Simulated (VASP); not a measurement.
# V (P6_3/mmc) in VASP: a series of runs

V is run at these levels: LDA; tasks: relaxation of shape and atoms at fixed volume.

All numbers are computed with VASP 6.6.1; they aren't measurements. Logs are shortened: lines on timing, memory, paths and dates and some standing lists are left out, and cuts for length are marked.

### 1 The cell of the first run

Symmetry: P6_3/mmc, No. 194, hexagonal system. Conventional cell: a = 1.915 Å, b = 1.915 Å, c = 3.491 Å, α = 90.00°, β = 90.00°, γ = 120.00°. V (site symmetry -6m2) has 12 V at 1.92 to 2.07 Å within 2.5 Å.

### 2 Relaxation of shape and atoms at fixed volume, LDA

The input, INCAR:

```
  PREC = Accurate
  ENCUT = 600
  EDIFF = 1E-7
  ISMEAR = -1
  SIGMA = 0.08
  LREAL = False
  LASPH = True
  NELM = 100
  ALGO = Normal
  ISIF = 4
  LWAVE = False
  LCHARG = False
  IBRION = 2
  NSW = 50
  EDIFFG = -0.005
```

The input, KPOINTS:

```
Automatic mesh
0
Gamma
  18 18 10
```

The input, POSCAR:

```
V
1.0
    1.9153855950      0.0000000000      0.0000000000
   -0.9576927975      1.6587725833      0.0000000000
    0.0000000000      0.0000000000      3.4911219990
V
2
Direct
    0.3333333333      0.6666666667      0.2500000000
    0.6666666667      0.3333333333      0.7500000000
```

Potentials or basis: VASP PAW LDA potentials, release 64 (V_sv).

Started as:

```console
$ cat potpaw_LDA.64/V_sv/POTCAR > POTCAR
$ mpirun -np 1 vasp_std > vasp.out
```

OUTCAR:

```text
PREC = Accurate
   ENCUT = 600
   EDIFF = 1E-7
   ISMEAR = -1
   LREAL = False
   LASPH = True
   NELM = 100
   ISIF = 4
   IBRION = 2
   NSW = 50
   EDIFFG = -0.005

 ion  position               nearest neighbor table
   1  0.333  0.667  0.250-   2 2.07   2 2.07   2 2.07   2 2.07   2 2.07   2 2.07   2 2.82   2 2.82
                             2 2.82   2 2.82   2 2.82   2 2.82
   2  0.667  0.333  0.750-   1 2.07   1 2.07   1 2.07   1 2.07   1 2.07   1 2.07   1 2.82   1 2.82
                             1 2.82   1 2.82   1 2.82   1 2.82

  LATTYP: Found a hexagonal cell.
 ALAT       =     1.9153855950
 C/A-ratio  =     1.8226732038

  Lattice vectors:

 A1 = (   1.9153855950,   0.0000000000,   0.0000000000)
 A2 = (  -0.9576927975,   1.6587725833,   0.0000000000)
 A3 = (   0.0000000000,   0.0000000000,   3.4911219990)

Analysis of symmetry for initial positions (statically):
=====================================================================
 Subroutine PRICEL returns:
 Original cell was already a primitive cell.

 Routine SETGRP: Setting up the symmetry group for a
 hexagonal supercell.

 Subroutine GETGRP returns: Found 24 space group operations
 (whereof 12 operations were pure point group operations)
 out of a pool of 24 trial point group operations.

The static configuration has the point symmetry D_3d.
 The point group associated with its full space group is D_6h.

Analysis of symmetry for dynamics (positions and initial velocities):
=====================================================================
 Subroutine PRICEL returns:
 Original cell was already a primitive cell.

 Routine SETGRP: Setting up the symmetry group for a
 hexagonal supercell.

 Subroutine GETGRP returns: Found 24 space group operations
 (whereof 12 operations were pure point group operations)
 out of a pool of 24 trial point group operations.

The dynamic configuration has the point symmetry D_3d.
 The point group associated with its full space group is D_6h.

 Subroutine INISYM returns: Found 24 space group operations
 (whereof 12 operations are pure point group operations),
 and found     1 'primitive' translations

----------------------------------------------------------------------------------------

                                     Primitive cell

  volume of cell :      11.0920

  direct lattice vectors                    reciprocal lattice vectors
     1.915385595  0.000000000  0.000000000     0.522088086  0.301427697  0.000000000
    -0.957692798  1.658772583  0.000000000     0.000000000  0.602855394  0.000000000
     0.000000000  0.000000000  3.491121999     0.000000000  0.000000000  0.286440864

  length of vectors
     1.915385595  1.915385595  3.491121999     0.602855394  0.602855394  0.286440864

  position of ions in fractional coordinates (direct lattice)
     0.333333333  0.666666667  0.250000000
     0.666666667  0.333333333  0.750000000

  ion indices of the primitive-cell ions
   primitive index   ion index
                 1           1
                 2           2

----------------------------------------------------------------------------------------

 KPOINTS: Automatic mesh

Automatic generation of k-mesh.
 Grid dimensions read from file:
 generate k-points for:   18   18   10

 Generating k-lattice:

  Cartesian coordinates                     Fractional coordinates (reciprocal lattice)
     0.029004894  0.016745983  0.000000000     0.055555556  0.000000000  0.000000000
     0.000000000  0.033491966  0.000000000     0.000000000  0.055555556  0.000000000
     0.000000000  0.000000000  0.028644086     0.000000000  0.000000000  0.100000000

  Length of vectors
     0.033491966  0.033491966  0.028644086

  Shift w.r.t. Gamma in fractional coordinates (k-lattice)
     0.000000000  0.000000000  0.000000000

 Subroutine IBZKPT returns following result:
 ===========================================

 Found    222 irreducible k-points:

 Following reciprocal coordinates:
            Coordinates               Weight
  0.000000  0.000000  0.000000      1.000000
  0.055556 -0.000000  0.000000      6.000000
  0.111111 -0.000000  0.000000      6.000000
  0.166667  0.000000  0.000000      6.000000
  0.222222  0.000000  0.000000      6.000000
  0.277778  0.000000  0.000000      6.000000
[... 16 lines left out ...]
  0.333333  0.111111  0.000000     12.000000
  0.388889  0.111111  0.000000     12.000000
 [... further k-points ...]
   k-points           NKPTS =    222   k-points in BZ     NKDIM =    222   number of bands    NBANDS=     17
   number of dos      NEDOS =    301   number of ions     NIONS =      2
   total plane-waves  NPLWV =   7168
   dimension x,y,z NGX =    16 NGY =   16 NGZ =   28
   dimension x,y,z NGXF=    32 NGYF=   32 NGZF=   56
   ions per type =               2
   NGX,Y,Z   is equivalent  to a cutoff of  13.89, 13.89, 13.33 a.u.
   NGXF,Y,Z  is equivalent  to a cutoff of  27.77, 27.77, 26.67 a.u.
 SYSTEM =  unknown system
   PREC   = accura    normal or accurate (medium, high low for compatibility)
   ISTART =      0    job   : 0-new  1-cont  2-samecut
   ICHARG =      2    charge: 1-file 2-atom 10-const
   ISPIN  =      1    spin polarized calculation?
   LNONCOLLINEAR =      F non collinear calculations
   LSORBIT =      F    spin-orbit coupling
   LASPH  =      T    aspherical Exc in radial PAW
   ENCUT  =  600.0 eV  44.10 Ry    6.64 a.u.   3.83  3.83  6.97*2*pi/ulx,y,z
   NELM   =    100;   NELMIN=  2; NELMDL= -5     # of ELM steps
   EDIFF  = 0.1E-06   stopping-criterion for ELM
   LREAL  =      F    real-space projection
   EDIFFG = -.5E-02   stopping-criterion for IOM
   NSW    =     50    number of steps for IOM
   IBRION =      2    ionic relax: 0-MD 1-quasi-New 2-CG
   NFREE  =      1    steps in history (QN), initial steepest desc. (CG)
   ISIF   =      4    stress and relaxation
   ISYM   =      2    0-nonsym 1-usesym 2-fastsym
   POTIM  = 0.5000    time-step for ionic-motion
   TEBEG  =    0.0;   TEEND  =   0.0 temperature during run
   PSTRESS=    0.0 pullay stress
   NELECT =      26.0000    total number of electrons
   NUPDOWN=      -1.0000    fix difference up-down
   EMIN   =  10.00;   EMAX   =-10.00  energy-range for DOS
   EFERMI =   0.00;   METHOD = LEGACY
   ISMEAR =    -1;   SIGMA  =   0.08  broadening in eV -4-tet -1-fermi 0-gaus
   EFERMI_NEDOS =   21; number of points for ismear=-14 and -15
   IALGO  =     38    algorithm
   IMIX   =      4    mixing-type and parameters
     AMIX     =   0.40;   BMIX     =  1.00
     AMIX_MAG =   1.60;   BMIX_MAG =  1.00
  volume/ion in A,a.u.               =       5.55        37.43
  Fermi-wavevector in a.u.,A,eV,Ry     =   2.174686  4.109561 64.345485  4.729260
  Thomas-Fermi vector in A             =   3.144504
   LORBIT       =      0    0 simple, 1 ext, 2 COOP (PROOUT), +10 PAW based schemes
   GGA     = CA    functional components
   LHFCALC =     F    Hartree Fock is set to
   AEXX    =    0.0000 exact exchange contribution
   IVDW    =     0    specifies the selected vdW correction
   LEPSILON=     F    determine dielectric tensor
   LRPA    =     F    only Hartree local field effects (RPA)
 conjugate gradient relaxation of ions
 non-spin polarized calculation
  energy-cutoff  :      600.00
  volume of cell :       11.09
 maximum number of plane-waves:       384
 NGX is ok and might be reduce to    16
   NGX =  7   NGY =  7   NGZ = 13

--------------------------------------- Ionic step        1  -------------------------------------------

 number of electron      25.9999995 magnetization

 Free energy of the ion-electron system (eV)
  ---------------------------------------------------
  ext. energy  EPLUGINS =         0.00000000
  ---------------------------------------------------
  free energy    TOTEN  =        -1.13388110 eV

  energy without entropy =       -1.10863200  energy(sigma->0) =       -1.12125655

------------------------ aborting loop because EDIFF is reached ----------------------------------------

  FORCE on cell =-STRESS in cart. coord.  units (eV):
  Direction    XX          YY          ZZ          XY          YZ          ZX
  --------------------------------------------------------------------------------------
  -------------------------------------------------------------------------------------
  Total       55.3815548     55.3815548     49.9204856      0.0000000      0.0000000      0.0000000
  in kB     7999.5882805   7999.5882804   7210.7641696      0.0000000      0.0000000      0.0000000
  external PRESSURE =    7736.6469102 kB  Pullay stress =       0.0000000 kB
[... 89 lines left out ...]
  FREE ENERGIE OF THE ION-ELECTRON SYSTEM (eV)
  ---------------------------------------------------
  free  energy   TOTEN  =        -1.2250507423 eV

  energy  without entropy=       -1.1993205771  energy(sigma->0) =       -1.21218566

[... ionic steps 4 to 16 ...]

--------------------------------------- Ionic step       17  -------------------------------------------

 number of electron      26.0000000 magnetization

------------------------ aborting loop because EDIFF is reached ----------------------------------------

  FORCE on cell =-STRESS in cart. coord.  units (eV):
  Direction    XX          YY          ZZ          XY          YZ          ZX
  --------------------------------------------------------------------------------------
  -------------------------------------------------------------------------------------
  Total       52.4738075     52.4738075     52.4554324      0.0000000      0.0000000      0.0000000
  in kB     7579.5787408   7579.5787380   7576.9245508      0.0000000      0.0000000      0.0000000
  external PRESSURE =    7578.6940099 kB  Pullay stress =       0.0000000 kB
[... 57 lines left out ...]
  energy  without entropy=       -1.1993554814  energy(sigma->0) =       -1.21228775

--------------------------------------- Ionic step       19  -------------------------------------------

 number of electron      25.9999999 magnetization

 Free energy of the ion-electron system (eV)
  ---------------------------------------------------
  ext. energy  EPLUGINS =         0.00000000
  ---------------------------------------------------
  free energy    TOTEN  =        -1.22522030 eV

  energy without entropy =       -1.19935767  energy(sigma->0) =       -1.21228899

 E-fermi :  26.7364     XC(G=0): -18.8996

 val. band max:       26.7253272290   @ k =   0.2778   0.2778   0.0000
 cond. band min:      26.7499571218   @ k =   0.3333   0.0556   0.0000
 fundamental gap:      0.0246298927
 Fermi energy:        26.7364297466

 k-point     1 :       0.0000    0.0000    0.0000
  band No.  band energies     occupation
      1     -40.5262      2.00000
      2     -37.2823      2.00000
      3     -17.0193      2.00000
      4      -7.9358      2.00000
      5      -7.9358      2.00000
      6      -7.9077      2.00000
[... 9 lines left out ...]
     16      29.4146      0.00000
     17      29.4146      0.00000
[... 443 lines left out ...]
      1     -36.5966      2.00000
      2     -35.4278      2.00000
      3     -16.0997      2.00000
      4     -14.6389      2.00000
      5     -12.6676      2.00000
      6     -10.9391      2.00000
[... 9 lines left out ...]
     16      34.0636      0.00000
     17      34.1676      0.00000

 [... further k-points ...]

------------------------ aborting loop because EDIFF is reached ----------------------------------------

  FORCE on cell =-STRESS in cart. coord.  units (eV):
  Direction    XX          YY          ZZ          XY          YZ          ZX
  --------------------------------------------------------------------------------------
  -------------------------------------------------------------------------------------
  Total       52.4686633     52.4686632     52.4602158      0.0000000      0.0000000      0.0000000
  in kB     7578.8356802   7578.8356762   7577.6154913      0.0000000      0.0000000      0.0000000
  external PRESSURE =    7578.4289492 kB  Pullay stress =       0.0000000 kB
[... 17 lines left out ...]
  FREE ENERGIE OF THE ION-ELECTRON SYSTEM (eV)
  ---------------------------------------------------
  free  energy   TOTEN  =        -1.2252203040 eV

  energy  without entropy=       -1.1993576666  energy(sigma->0) =       -1.21228899

 reached required accuracy - stopping structural energy minimisation
```

Wall time 2.8 min (1 thread of Intel Xeon Platinum 8259CL at 2.50GHz (Skylake/Cascade Lake), shared host); peak memory 0.16 GiB.

The run converged, but its numbers aren't listed here, since they failed a check.

(Continued in part 2 of 2.)
